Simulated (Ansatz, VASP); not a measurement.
# Two plane-wave programs on MnSb4

The input INCAR:

```
  PREC = Accurate
  ENCUT = 520
  EDIFF = 1E-7
  ISMEAR = -1
  SIGMA = 0.05
  LREAL = F
  LASPH = T
  NELM = 150
  ALGO = Normal
  ISIF = 2
  LWAVE = F
  LCHARG = T
  ISPIN = 2
  MAGMOM = 0 0 0 0 4
  LORBIT = 11
  LMAXMIX = 4
  LDAU = T
  LDAUTYPE = 2
  LDAUL = -1 2
  LDAUU = 0 1
  LDAUJ = 0 0
  LDAUPRINT = 1
  LELF = T
  LVHAR = T
  NBANDS = 28
```

File KPOINTS:

```
regular mesh
0
Gamma
  9 9 2
```

The input POSCAR:

```
MnSb4
1.0
    3.0805000000      0.0000000000      0.0000000000
    0.0000000000      3.0805000000      0.0000000000
    0.0000000000      0.0000000000     14.9942030000
Sb Mn
4 1
Direct
    0.0000000000      0.0000000000      0.8196820000
    0.0000000000      0.0000000000      0.6005510000
    0.0000000000      0.0000000000      0.3994490000
    0.0000000000      0.0000000000      0.1803180000
    0.0000000000      0.0000000000      0.0000000000
```

Contents of input.yaml:

```yaml
crystal:
  lattice:
    - [3.0805, 0.0, 0.0]
    - [0.0, 3.0805, 0.0]
    - [0.0, 0.0, 14.994203]
  atoms:
    - { symbol: Sb, position: [0.0, 0.0, 0.819682] }
    - { symbol: Sb, position: [0.0, 0.0, 0.600551] }
    - { symbol: Sb, position: [0.0, 0.0, 0.399449] }
    - { symbol: Sb, position: [0.0, 0.0, 0.180318] }
    - { symbol: Mn, position: [0.0, 0.0, 0.0], spin: 4.0 }
hamiltonian:
  xc: lda
  pseudopotentials: { kind: paw }
  hubbard: { sites: [{ species: Mn, l: d, u_eff: 1.0 }] }
magnetization:
  spin_polarized: true
kpoints:
  mp_grid: { grid: [9, 9, 2] }
scf:
  occupations: { method: fermi_dirac, width: 0.05 }
  n_extra_bands: 12
output:
  forces: true
  stress: true
  eigenvalues: true
  dos: { projected: true, de: 0.05, nscf_kmesh: { grid: [14, 14, 3] } }
```

Alike in both runs: functional LDA; k mesh 9 × 9 × 2; occupations fermi-dirac, width 0.05 eV; collinear spin; Hubbard terms Mn d U = 1.0 eV.

|  | VASP | Ansatz |
| --- | --- | --- |
| version | VASP 6.6.1 | Ansatz 0.2.0 |
| potentials or method | VASP PAW LDA potentials, release 64 (Sb, Mn_pv) | Ansatz PAW |
| plane-wave cutoff (eV) | 520 | 420 |
| valence electrons in the cell | 33 | 75 |
| task | single point | projected density of states |

Ansatz gave:

| Quantity | Value |
| --- | --- |
| gap on the k mesh at the Fermi level (eV) | none |
| pressure (GPa) | -3.8 |
| traceless stress, the component that is largest in VASP (GPa) | -1.12 |
| rms of the force components (eV/Å) | 0.024 |
| net moment per atom (μB) | 0.84 |
| size of the moment on the site where the two differ most (μB) | 3.96 |

What did VASP give for the same quantities?

gap on the k mesh at the Fermi level (eV): none; pressure (GPa): -3.8; traceless stress, the component that is largest in VASP (GPa): -1.17; rms of the force components (eV/Å): 0.021; net moment per atom (μB): 0.83; size of the moment on the site where the two differ most (μB): 3.93.

LDA's correlation is that of Perdew and Zunger in VASP and of Perdew and Wang (1992) in Ansatz. Site moments also hang on the region over which each program counts them. The programs project onto different local orbitals, so the same U acts differently, and such runs can settle in different states. Atom by atom the forces differ by 0.009 eV/Å (rms over components). A gap of «none» marks a metal or a gap that the smearing closes. VASP's potentials hold 33 valence electrons a cell and Ansatz's 75, so a difference there can come from the potentials and not from the codes.

Spin-orbit coupling is off throughout. Noted on Ansatz's run: the magnetic or orbital state may not be the lowest.
